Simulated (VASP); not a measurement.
Write the native input for VASP 6.6.1 that does the following.

```
Task                   : single point
Functional             : r2SCAN
Potentials or basis    : VASP PAW PBE potentials, release 64 (K_sv, Cl)
Cutoff                 : 520 eV
k mesh                 : 6 × 6 × 6
Occupations            : gaussian, width 0.05 eV
Spin                   : no spin polarisation
Dipole correction      : no
Further INCAR settings : ALGO = Normal; EDIFF = 1e-07; NBANDS = 15
```

KCl:

```
K Cl
1.0
     3.81965    0.00000    0.00000
     0.00000    3.81965    0.00000
     0.00000    0.00000    3.81965
K Cl
1 1
Direct
  0.00000 0.00000 0.00000
  0.50000 0.50000 0.50000
```

The input as run:

POSCAR

```
KCl
1.0
    3.8196525004      0.0000000000      0.0000000000
    0.0000000000      3.8196525004      0.0000000000
    0.0000000000      0.0000000000      3.8196525004
K Cl
1 1
Direct
    0.0000000000      0.0000000000      0.0000000000
    0.5000000000      0.5000000000      0.5000000000
```

INCAR.step1

```
  PREC = Accurate
  ENCUT = 520
  ISMEAR = 0
  SIGMA = 0.05
  LREAL = False
  LASPH = True
  NELM = 100
  NBANDS = 15
  GGA = PE
  ALGO = Normal
  EDIFF = 1E-4
  LWAVE = True
  LCHARG = False
```

INCAR.step2

```
  PREC = Accurate
  ENCUT = 520
  EDIFF = 1E-7
  ISMEAR = 0
  SIGMA = 0.05
  LREAL = False
  LASPH = True
  NELM = 100
  ALGO = Normal
  ISIF = 2
  LWAVE = False
  LCHARG = False
  METAGGA = R2SCAN
  LMIXTAU = True
  NBANDS = 15
  ISTART = 1
```

KPOINTS

```
Automatic mesh
0
Gamma
  6 6 6
```

Potentials or basis: VASP PAW PBE potentials, release 64 (K_sv, Cl).

Launch:

```sh
$ cat potpaw_PBE.64/K_sv/POTCAR potpaw_PBE.64/Cl/POTCAR > POTCAR
$ cp INCAR.step1 INCAR
$ mpirun -np 1 vasp_std > vasp.out
$ cp INCAR.step2 INCAR
$ mpirun -np 1 vasp_std > vasp.out
```

It gave:

| Property | Result |
| --- | --- |
| Pressure | -0.8 GPa |
| Band gap on the k mesh | 5.63 eV (least direct gap 5.83 eV) |

Caveat: the PAW data sets were made with another functional, which shifts forces and pressure a little.

It took 87 s on 1 thread of Intel Xeon 8259CL, on a shared host, peak memory 0.17 GiB.
